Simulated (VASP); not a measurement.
# SnO (Pmn2_1) in VASP: further runs, part 2 of 2

VASP 6.6.1. Earlier steps stand in the parts before.

## 3. Single point, LDA (strain +0.0250 x Voigt [1, 0, 0, 0, 0, 0])

INCAR reads:

```
SYSTEM = SnO
ALGO = Normal ; EDIFF = 1E-6
ENCUT = 520 ; GGA = CA
ISIF = 2 ; ISMEAR = 0
LASPH = .TRUE. ; LCHARG = .TRUE.
LELF = .TRUE. ; LREAL = .FALSE.
LVHAR = .TRUE. ; LWAVE = .FALSE.
NBANDS = 28 ; NELM = 80
PREC = Accurate ; SIGMA = 0.05
```

KPOINTS reads:

```
k-points
0
G
  8 6 6
  0 0 0
```

POSCAR reads:

```
SnO
1.0
    3.4388801250      0.0000000000      0.0000000000
    0.0000000000      5.6741040000      0.0000000000
    0.0000000000      0.0000000000      4.2219700000
Sn O
2 2
Direct
    0.0000000000      0.2319090000      0.5131440000
    0.5000000000      0.7680910000      0.0131440000
    0.0000000000      0.8912500000      0.7368570000
    0.5000000000      0.1087500000      0.2368570000
```

Potentials or basis: VASP PAW LDA potentials, release 64 (Sn_d, O).

Launch:

```bash
$ cat potpaw_LDA.64/Sn_d/POTCAR potpaw_LDA.64/O/POTCAR > POTCAR
$ mpirun -np 1 vasp_std > vasp.out
```

OUTCAR:

```text
SYSTEM = SnO
   EDIFF = 1E-6
   ENCUT = 520
   GGA = CA
   ISIF = 2
   ISMEAR = 0
   LASPH = .TRUE.
   LREAL = .FALSE.
   NELM = 80
   PREC = Accurate

 ion  position               nearest neighbor table
   1  0.000  0.232  0.513-   3 2.15   4 2.19   4 2.19
   2  0.500  0.768  0.013-   4 2.15   3 2.19   3 2.19
   3  0.000  0.891  0.737-   1 2.15   2 2.19   2 2.19
   4  0.500  0.109  0.237-   2 2.15   1 2.19   1 2.19

  LATTYP: Found a simple orthorhombic cell.
 ALAT       =     3.4388801250
 B/A-ratio  =     1.2277165375
 C/A-ratio  =     1.6499859820

  Lattice vectors:

 A1 = (  -3.4388801250,   0.0000000000,   0.0000000000)
 A2 = (   0.0000000000,   0.0000000000,   4.2219700000)
 A3 = (   0.0000000000,   5.6741040000,   0.0000000000)

Analysis of symmetry for initial positions (statically):
=====================================================================
 Subroutine PRICEL returns:
 Original cell was already a primitive cell.

 Routine SETGRP: Setting up the symmetry group for a
[... 168 lines left out ...]
  ---------------------------------------------------
  ext. energy  EPLUGINS =         0.00000000
  ---------------------------------------------------
  free energy    TOTEN  =       -25.08758355 eV

  energy without entropy =      -25.08758355  energy(sigma->0) =      -25.08758355

 E-fermi :   4.5414     XC(G=0):  -9.8555

 val. band max:        4.3168468821   @ k =   0.0000   0.0000   0.0000
 cond. band min:       5.6373136803   @ k =   0.3750   0.5000   0.0000
 fundamental gap:      1.3204667982
 Fermi energy:         4.5414311492

 k-point     1 :       0.0000    0.0000    0.0000
  band No.  band energies     occupation
      1     -16.7364      2.00000
      2     -16.4606      2.00000
      3     -16.4058      2.00000
      4     -16.3845      2.00000
      5     -16.3591      2.00000
      6     -16.3304      2.00000
[... 733 lines left out ...]
     27      13.2007      0.00000
     28      14.2033      0.00000

 [... further k-points ...]
[... 5 lines left out ...]
  --------------------------------------------------------------------------------------
  -------------------------------------------------------------------------------------
  Total       -4.6903552     -3.0042996     -2.9883641      0.0000000      0.0000000      0.0000000
  in kB      -91.2193224    -58.4284486    -58.1185291      0.0000000      0.0000000      0.0000000
  external PRESSURE =     -69.2554334 kB  Pullay stress =       0.0000000 kB

 VOLUME and BASIS-vectors are now :
 -----------------------------------------------------------------------------
  energy-cutoff  :      520.00
  volume of cell :       82.38
      direct lattice vectors                 reciprocal lattice vectors
     3.438880125  0.000000000  0.000000000     0.290792340  0.000000000  0.000000000
     0.000000000  5.674104000  0.000000000     0.000000000  0.176239279  0.000000000
     0.000000000  0.000000000  4.221970000     0.000000000  0.000000000  0.236856254

 POSITION                                       TOTAL-FORCE (eV/Angst)
 -----------------------------------------------------------------------------------
      0.00000      1.31588      2.16648         0.000000     -0.848506     -0.319993
      1.71944      4.35823      0.05549         0.000000      0.848506     -0.319993
      0.00000      5.05705      3.11099         0.000000      0.144421      0.319993
      1.71944      0.61706      1.00000         0.000000     -0.144421      0.319993
 -----------------------------------------------------------------------------------
    total drift:                                0.000000      0.000000      0.000863

  FREE ENERGIE OF THE ION-ELECTRON SYSTEM (eV)
  ---------------------------------------------------
  free  energy   TOTEN  =       -25.0875835470 eV

  energy  without entropy=      -25.0875835470  energy(sigma->0) =      -25.08758355
```

OSZICAR:

```text
N       E                     dE             d eps       ncg     rms          rms(c)
DAV:   1     0.426440209782E+03    0.42644E+03   -0.20300E+04  4644   0.207E+03
DAV:   2     0.399288212063E+02   -0.38651E+03   -0.37130E+03  4652   0.534E+02
DAV:   3    -0.257493283324E+02   -0.65678E+02   -0.64538E+02  5212   0.187E+02
DAV:   4    -0.289586697115E+02   -0.32093E+01   -0.31951E+01  5176   0.450E+01
DAV:   5    -0.290394899854E+02   -0.80820E-01   -0.80807E-01  5036   0.772E+00    0.116E+01
DAV:   6    -0.253208365412E+02    0.37187E+01   -0.18287E+01  7284   0.491E+01    0.566E+00
DAV:   7    -0.251604263053E+02    0.16041E+00   -0.24525E+00  5224   0.944E+00    0.256E+00
DAV:   8    -0.251025483091E+02    0.57878E-01   -0.41312E-01  5140   0.402E+00    0.773E-01
DAV:   9    -0.250870588452E+02    0.15489E-01   -0.45761E-02  7340   0.204E+00    0.234E-01
DAV:  10    -0.250883084026E+02   -0.12496E-02   -0.85522E-03  6376   0.806E-01    0.181E-01
DAV:  11    -0.250875558040E+02    0.75260E-03   -0.27894E-03  6956   0.461E-01    0.194E-02
DAV:  12    -0.250875863023E+02   -0.30498E-04   -0.31207E-04  4716   0.109E-01    0.240E-02
DAV:  13    -0.250875842801E+02    0.20222E-05   -0.12586E-05  5940   0.269E-02    0.116E-02
DAV:  14    -0.250875835470E+02    0.73307E-06   -0.20721E-06  3972   0.101E-02
   1 F= -.25087584E+02 E0= -.25087584E+02  d E =-.171312E-12
```

It took 62 s on 1 thread of Intel Xeon 6975P-C (Granite Rapids), shared host; peak memory 0.26 GiB.

Results:

| Quantity | Value |
| --- | --- |
| Free energy | -25.0876 eV |
| Pressure | -6.9 GPa |
| Largest force | 0.907 eV/Å |
| Band gap on the k mesh | 1.32 eV (least direct gap 2.05 eV) |

Forces on the atoms (eV/Å):
```
Sn   0.000 -0.849 -0.320
Sn   0.000  0.849 -0.320
O    0.000  0.144  0.320
O    0.000 -0.144  0.320
```

Stress tensor (GPa, compression positive):
```
-9.12  0.00  0.00
 0.00 -5.84  0.00
 0.00  0.00 -5.81
```

Levels at points of the mesh, in eV from the valence-band top:
```
           k point  band 18  band 19  band 20  band 21  band 22  band 23
(0.00, 0.00, 0.00)    -2.59    -1.93     0.00     2.50     3.01     5.70
(0.50, 0.00, 0.00)    -2.48    -1.33    -1.33     2.55     2.55     5.37
(0.00, 0.50, 0.00)    -2.61    -1.53    -1.31     3.29     3.74     4.67
(0.50, 0.50, 0.00)    -2.56    -0.97    -0.97     1.81     1.81     6.01
(0.00, 0.00, 0.50)    -3.17    -1.62    -1.62     2.41     2.41     5.12
(0.50, 0.00, 0.50)    -3.09    -1.14    -1.14     2.04     2.04     4.42
(0.00, 0.50, 0.50)    -2.84    -1.47    -1.47     1.80     1.80     5.73
(0.50, 0.50, 0.50)    -3.37    -0.49    -0.49     2.35     2.35     4.01
```

Caveat: the cell differs from its parent crystal (strain +0.0250 x Voigt [1, 0, 0, 0, 0, 0]); the cell stands under tension; spin-orbit coupling is left out, which moves the levels of the heavy elements.

## 4. Single point, LDA (strain +0.0500 x Voigt [1, 0, 0, 0, 0, 0])

INCAR reads:

```
PREC     = Accurate       # precision mode
ENCUT    = 520            # plane-wave cutoff, eV
EDIFF    = 1E-6           # SCF threshold, eV
ISMEAR   = 0              # smearing method
SIGMA    = 0.05           # smearing width, eV
LREAL    = False          # projectors in reciprocal space
LASPH    = True           # aspherical terms in the spheres
NELM     = 60             # most SCF steps
ALGO     = Normal         # electronic algorithm
ISIF     = 2              # what is computed and relaxed
LWAVE    = False          # write WAVECAR
LCHARG   = False          # write CHGCAR
NBANDS   = 28             # bands
```

KPOINTS reads:

```
regular mesh
0
Gamma
  8 6 6
```

POSCAR, as its differences from that of step 3:

```diff
@@ -2,3 +2,3 @@
 1.0
-    3.4388801250      0.0000000000      0.0000000000
+    3.5227552500      0.0000000000      0.0000000000
     0.0000000000      5.6741040000      0.0000000000
```

Launch:

```bash
$ cat potpaw_LDA.64/Sn_d/POTCAR potpaw_LDA.64/O/POTCAR > POTCAR
$ mpirun -np 1 vasp_std > vasp.out
```

It took 64 s on 1 thread of Intel Xeon 6975P-C (Granite Rapids), shared host; peak memory 0.26 GiB.

It converged, with:

```
Free energy            : -24.9592 eV
Pressure               : -8.4 GPa
Largest force          : 1.140 eV/Å
Band gap on the k mesh : 1.31 eV (least direct gap 2.09 eV)
```

Forces on the atoms (eV/Å):
```
Sn   0.000 -1.063 -0.413
Sn   0.000  1.063 -0.413
O    0.000  0.133  0.413
O    0.000 -0.133  0.413
```

Stress tensor (GPa, compression positive):
```
-11.53   0.00   0.00
  0.00  -6.78   0.00
  0.00   0.00  -6.77
```

Levels at points of the mesh, in eV from the valence-band top:
| k point | band 18 | band 19 | band 20 | band 21 | band 22 | band 23 |
| --- | --- | --- | --- | --- | --- | --- |
| (0.00, 0.00, 0.00) | -2.52 | -1.82 | 0.00 | 2.43 | 2.92 | 5.62 |
| (0.50, 0.00, 0.00) | -2.38 | -1.37 | -1.37 | 2.58 | 2.58 | 5.30 |
| (0.00, 0.50, 0.00) | -2.55 | -1.46 | -1.25 | 3.32 | 3.66 | 4.49 |
| (0.50, 0.50, 0.00) | -2.46 | -1.01 | -1.01 | 1.80 | 1.80 | 5.85 |
| (0.00, 0.00, 0.50) | -3.13 | -1.58 | -1.58 | 2.25 | 2.25 | 5.10 |
| (0.50, 0.00, 0.50) | -3.03 | -1.17 | -1.17 | 2.02 | 2.02 | 4.32 |
| (0.00, 0.50, 0.50) | -2.75 | -1.44 | -1.44 | 1.74 | 1.74 | 5.63 |
| (0.50, 0.50, 0.50) | -3.31 | -0.51 | -0.51 | 2.31 | 2.31 | 3.96 |

Caveat: the cell differs from its parent crystal (strain +0.0500 x Voigt [1, 0, 0, 0, 0, 0]); the cell stands under tension; spin-orbit coupling is left out, which moves the levels of the heavy elements; forces of over 1 eV/Å act on the atoms, so gaps and moduli don't describe the material at rest.

## 5. Single point, LDA (strain +0.0750 x Voigt [1, 0, 0, 0, 0, 0])

INCAR reads:

```
ALGO = Normal
EDIFF = 1E-7
ENCUT = 520
GGA = CA
ISIF = 2
ISMEAR = 0
LASPH = T
LCHARG = T
LELF = T
LREAL = F
LVHAR = T
LWAVE = F
NBANDS = 28
NELM = 80
PREC = Accurate
SIGMA = 0.05
```

KPOINTS reads:

```
k-points
0
Gamma
  8 6 6
```

POSCAR, as its differences from that of step 4:

```diff
@@ -2,3 +2,3 @@
 1.0
-    3.5227552500      0.0000000000      0.0000000000
+    3.6066303750      0.0000000000      0.0000000000
     0.0000000000      5.6741040000      0.0000000000
```

Launch:

```bash
$ cat potpaw_LDA.64/Sn_d/POTCAR potpaw_LDA.64/O/POTCAR > POTCAR
$ mpirun -np 1 vasp_std > vasp.out
```

Wall time 3.8 min (1 thread of Intel Xeon 8259CL, shared host); peak memory 0.27 GiB.

It converged, with:

```
Free energy            : -24.8038 eV
Pressure               : -9.5 GPa
Largest force          : 1.349 eV/Å
Band gap on the k mesh : 1.32 eV (least direct gap 2.12 eV)
```

Forces in eV/Å, atoms in the order of the input:
```
Sn   0.000 -1.263 -0.476
Sn   0.000  1.263 -0.476
O    0.000  0.141  0.476
O    0.000 -0.141  0.476
```

Stress tensor (GPa, compression positive):
```
-13.42   0.00   0.00
  0.00  -7.66   0.00
  0.00   0.00  -7.50
```

Levels at points of the mesh, in eV from the valence-band top:
```csv
k point,band 16,band 17,band 18,band 19,band 20,band 21,band 22,band 23,band 24,band 25
"(0.00, 0.00, 0.00)",-3.77,-3.04,-2.43,-1.70,0.00,2.40,2.85,5.58,5.73,6.66
"(0.50, 0.00, 0.00)",-4.03,-2.26,-2.26,-1.39,-1.39,2.62,2.62,5.25,5.25,5.77
"(0.00, 0.50, 0.00)",-3.64,-3.57,-2.47,-1.38,-1.19,3.33,3.60,4.38,4.70,5.53
"(0.50, 0.50, 0.00)",-3.85,-2.35,-2.35,-1.01,-1.01,1.80,1.80,5.70,5.70,6.86
"(0.00, 0.00, 0.50)",-3.10,-3.06,-3.06,-1.53,-1.53,2.13,2.13,5.10,5.10,6.60
"(0.50, 0.00, 0.50)",-3.67,-2.95,-2.95,-1.17,-1.17,2.01,2.01,4.23,4.23,6.32
"(0.00, 0.50, 0.50)",-3.05,-2.66,-2.66,-1.39,-1.39,1.69,1.69,5.56,5.56,6.48
"(0.50, 0.50, 0.50)",-3.82,-3.22,-3.22,-0.51,-0.51,2.28,2.28,3.94,3.94,5.46
```

Caveat: the cell differs from its parent crystal (strain +0.0750 x Voigt [1, 0, 0, 0, 0, 0]); the cell stands under tension; spin-orbit coupling is left out, which moves the levels of the heavy elements; forces of over 1 eV/Å act on the atoms, so gaps and moduli don't describe the material at rest. A k mesh can miss the band edges.

## 6. Single point, LDA (strain +0.0875 x Voigt [1, 0, 0, 0, 0, 0])

INCAR reads:

```
PREC     = Accurate       # precision mode
ENCUT    = 520            # plane-wave cutoff, eV
EDIFF    = 1E-6           # SCF threshold, eV
ISMEAR   = 0              # smearing method
SIGMA    = 0.05           # smearing width, eV
LREAL    = False          # projectors in reciprocal space
LASPH    = True           # aspherical terms in the spheres
NELM     = 60             # most SCF steps
ALGO     = Normal         # electronic algorithm
ISIF     = 2              # what is computed and relaxed
LWAVE    = False          # write WAVECAR
LCHARG   = False          # write CHGCAR
GGA      = CA             # functional
NBANDS   = 28             # bands
```

KPOINTS reads:

```
regular mesh
0
Gamma
  8 6 6
```

POSCAR, as its differences from that of step 5:

```diff
@@ -2,3 +2,3 @@
 1.0
-    3.6066303750      0.0000000000      0.0000000000
+    3.6485679375      0.0000000000      0.0000000000
     0.0000000000      5.6741040000      0.0000000000
```

Potentials or basis: VASP PAW LDA potentials, release 64 (Sn_d, O).

Launch:

```bash
$ cat potpaw_LDA.64/Sn_d/POTCAR potpaw_LDA.64/O/POTCAR > POTCAR
$ mpirun -np 1 vasp_std > vasp.out
```

It took 3.9 min on 1 thread of Intel Xeon 8259CL, shared host; peak memory 0.27 GiB.

Results (log left out):

```yaml
Free_energy: -24.7179 eV
Pressure: -10.0 GPa
Largest_force: 1.445 eV/Å
Band_gap_on_the_k_mesh: 1.32 eV (least direct gap 2.13 eV)
```

Forces in eV/Å, atoms in the order of the input:
```
Sn   0.000 -1.356 -0.498
Sn   0.000  1.356 -0.498
O    0.000  0.151  0.498
O    0.000 -0.151  0.498
```

Stress tensor (GPa, compression positive):
```
-14.22   0.00   0.00
  0.00  -8.10   0.00
  0.00   0.00  -7.82
```

Levels at points of the mesh, in eV from the valence-band top:
| k point | band 17 | band 18 | band 19 | band 20 | band 21 | band 22 | band 23 | band 24 |
| --- | --- | --- | --- | --- | --- | --- | --- | --- |
| (0.00, 0.00, 0.00) | -2.95 | -2.38 | -1.63 | 0.00 | 2.39 | 2.83 | 5.57 | 5.75 |
| (0.50, 0.00, 0.00) | -2.19 | -2.19 | -1.39 | -1.39 | 2.65 | 2.65 | 5.23 | 5.23 |
| (0.00, 0.50, 0.00) | -3.48 | -2.41 | -1.34 | -1.15 | 3.33 | 3.59 | 4.35 | 4.69 |
| (0.50, 0.50, 0.00) | -2.29 | -2.29 | -1.01 | -1.01 | 1.81 | 1.81 | 5.63 | 5.63 |
| (0.00, 0.00, 0.50) | -3.02 | -3.02 | -1.51 | -1.51 | 2.08 | 2.08 | 5.10 | 5.10 |
| (0.50, 0.00, 0.50) | -2.90 | -2.90 | -1.16 | -1.16 | 2.01 | 2.01 | 4.19 | 4.19 |
| (0.00, 0.50, 0.50) | -2.61 | -2.61 | -1.37 | -1.37 | 1.68 | 1.68 | 5.54 | 5.54 |
| (0.50, 0.50, 0.50) | -3.17 | -3.17 | -0.50 | -0.50 | 2.27 | 2.27 | 3.93 | 3.93 |

Caveat: the cell differs from its parent crystal (strain +0.0875 x Voigt [1, 0, 0, 0, 0, 0]); the cell stands under tension; spin-orbit coupling is left out, which moves the levels of the heavy elements; forces of over 1 eV/Å act on the atoms, so gaps and moduli don't describe the material at rest. A k mesh can miss the band edges.

## 7. Single point, LDA (strain +0.1000 x Voigt [1, 0, 0, 0, 0, 0])

INCAR reads:

```
PREC = Accurate
ENCUT = 520
EDIFF = 1E-7
ISMEAR = 0
SIGMA = 0.05
LREAL = F
LASPH = T
NELM = 100
ALGO = Normal
ISIF = 2
LWAVE = F
LCHARG = F
GGA = CA
NBANDS = 28
```

KPOINTS reads:

```
Automatic mesh
0
Gamma
  8 6 6
```

POSCAR, as its differences from that of step 6:

```diff
@@ -2,3 +2,3 @@
 1.0
-    3.6485679375      0.0000000000      0.0000000000
+    3.6905055000      0.0000000000      0.0000000000
     0.0000000000      5.6741040000      0.0000000000
```

Launch:

```bash
$ cat potpaw_LDA.64/Sn_d/POTCAR potpaw_LDA.64/O/POTCAR > POTCAR
$ mpirun -np 1 vasp_std > vasp.out
```

Run time: 3.9 min. Hardware: 1 thread of Intel Xeon 8259CL, shared host; peak memory 0.27 GiB.

The run converged. Its results:

| Property | Result |
| --- | --- |
| Free energy | -24.6273 eV |
| Pressure | -10.5 GPa |
| Largest force | 1.537 eV/Å |
| Band gap on the k mesh | 1.34 eV (least direct gap 2.14 eV) |

Forces in eV/Å, atoms in the order of the input:
```
Sn   0.000 -1.448 -0.515
Sn   0.000  1.448 -0.515
O    0.000  0.164  0.515
O    0.000 -0.164  0.515
```

Stress tensor (GPa, compression positive):
```
-14.90   0.00   0.00
  0.00  -8.51   0.00
  0.00   0.00  -8.08
```

Levels at points of the mesh, in eV from the valence-band top:
| k point | band 16 | band 17 | band 18 | band 19 | band 20 | band 21 | band 22 | band 23 | band 24 | band 25 |
| --- | --- | --- | --- | --- | --- | --- | --- | --- | --- | --- |
| (0.00, 0.00, 0.00) | -3.69 | -2.87 | -2.32 | -1.57 | 0.00 | 2.39 | 2.81 | 5.57 | 5.77 | 6.34 |
| (0.50, 0.00, 0.00) | -3.86 | -2.13 | -2.13 | -1.38 | -1.38 | 2.68 | 2.68 | 5.22 | 5.22 | 5.60 |
| (0.00, 0.50, 0.00) | -3.46 | -3.38 | -2.36 | -1.29 | -1.11 | 3.33 | 3.58 | 4.34 | 4.68 | 5.21 |
| (0.50, 0.50, 0.00) | -3.66 | -2.23 | -2.23 | -1.00 | -1.00 | 1.82 | 1.82 | 5.56 | 5.56 | 6.84 |
| (0.00, 0.00, 0.50) | -2.97 | -2.97 | -2.97 | -1.48 | -1.48 | 2.03 | 2.03 | 5.11 | 5.11 | 6.29 |
| (0.50, 0.00, 0.50) | -3.51 | -2.85 | -2.85 | -1.14 | -1.14 | 2.02 | 2.02 | 4.16 | 4.16 | 6.23 |
| (0.00, 0.50, 0.50) | -2.96 | -2.55 | -2.55 | -1.34 | -1.34 | 1.68 | 1.68 | 5.52 | 5.52 | 6.17 |
| (0.50, 0.50, 0.50) | -3.67 | -3.11 | -3.11 | -0.49 | -0.49 | 2.27 | 2.27 | 3.92 | 3.92 | 5.33 |

Caveat: the cell differs from its parent crystal (strain +0.1000 x Voigt [1, 0, 0, 0, 0, 0]); the cell stands under tension; spin-orbit coupling is left out, which moves the levels of the heavy elements; forces of over 1 eV/Å act on the atoms, so gaps and moduli don't describe the material at rest. A k mesh can miss the band edges.

## 8. The runs side by side

| cell | gap on the mesh (eV) | pressure (GPa) | largest force (eV/Å) |
| --- | --- | --- | --- |
| a = 3.271, b = 5.674, c = 4.222 Å, 4 atoms | 1.39 | -3.1 | 0.36 |
| a = 3.439, b = 5.674, c = 4.222 Å, 4 atoms | 1.32 | -6.9 | 0.91 |
| a = 3.523, b = 5.674, c = 4.222 Å, 4 atoms | 1.31 | -8.4 | 1.14 |
| a = 3.607, b = 5.674, c = 4.222 Å, 4 atoms | 1.32 | -9.5 | 1.35 |
| a = 3.649, b = 5.674, c = 4.222 Å, 4 atoms | 1.32 | -10.0 | 1.45 |
| a = 3.691, b = 5.674, c = 4.222 Å, 4 atoms | 1.34 | -10.5 | 1.54 |

Alike in all rows: task single point; level LDA; potentials or basis VASP PAW LDA potentials, release 64 (Sn_d, O); no spin polarisation; k mesh 8 × 6 × 6; cutoff (eV) 520; smearing gaussian 0.05 eV.

Caveats: the cell stands under tension; spin-orbit coupling is left out, which moves the levels of the heavy elements; forces of over 1 eV/Å act on the atoms, so gaps and moduli don't describe the material at rest (at least some runs).

Total energies depend on the potentials used, so only differences within one code and one set of settings carry meaning.
